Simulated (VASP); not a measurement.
Write the native input for VASP 6.6.1 that does the following.

```
Task                   : single point
Functional             : PBE
Potentials or basis    : VASP PAW PBE potentials, release 64 (Be)
Cutoff                 : 520 eV
k mesh                 : 16 × 16 × 5
Occupations            : fermi-dirac, width 0.1 eV
Spin                   : no spin polarisation
Dipole correction      : no
Further INCAR settings : ALGO = Normal; EDIFF = 1e-06; NBANDS = 12
```

The structure of Be lies in POSCAR:

```
Be
1.0
    2.2547941531      0.0000000000      0.0000000000
   -1.1273970766      1.9527090169      0.0000000000
    0.0000000000      0.0000000000      7.1780674534
Be
4
Direct
    0.0000000000      1.0000000000      1.0000000000
    0.0000000000      0.0000000000      0.5000000000
    0.3333333333      0.6666666667      0.2500000000
    0.6666666667      0.3333333333      0.7500000000
```

The input as run:

INCAR

```
SYSTEM = Be
  ALGO = Normal
  EDIFF = 1E-6
  ENCUT = 520
  GGA = PE
  ISIF = 2
  ISMEAR = -1
  LASPH = .True.
  LCHARG = .True.
  LELF = .True.
  LREAL = .False.
  LVHAR = .True.
  LWAVE = .False.
  NBANDS = 12
  NELM = 80
  PREC = Accurate
  SIGMA = 0.1
```

KPOINTS

```
k-points
0
Gamma
  16 16 5
  0 0 0
```

Potentials or basis: VASP PAW PBE potentials, release 64 (Be).

Run with:

```console
$ cat potpaw_PBE.64/Be/POTCAR > POTCAR
$ mpirun -np 1 vasp_std > vasp.out
```

It gave:

```yaml
Pressure: 0.1 GPa
Band_gap_on_the_k_mesh: zero (band 4 reaches 7.99 eV, above the bottom of band 5 at 6.44 eV)
```

It took 12 s on 1 thread of Intel(R) Xeon(R) 6975P-C (Granite Rapids), with other jobs on the host, peak memory 0.15 GiB.
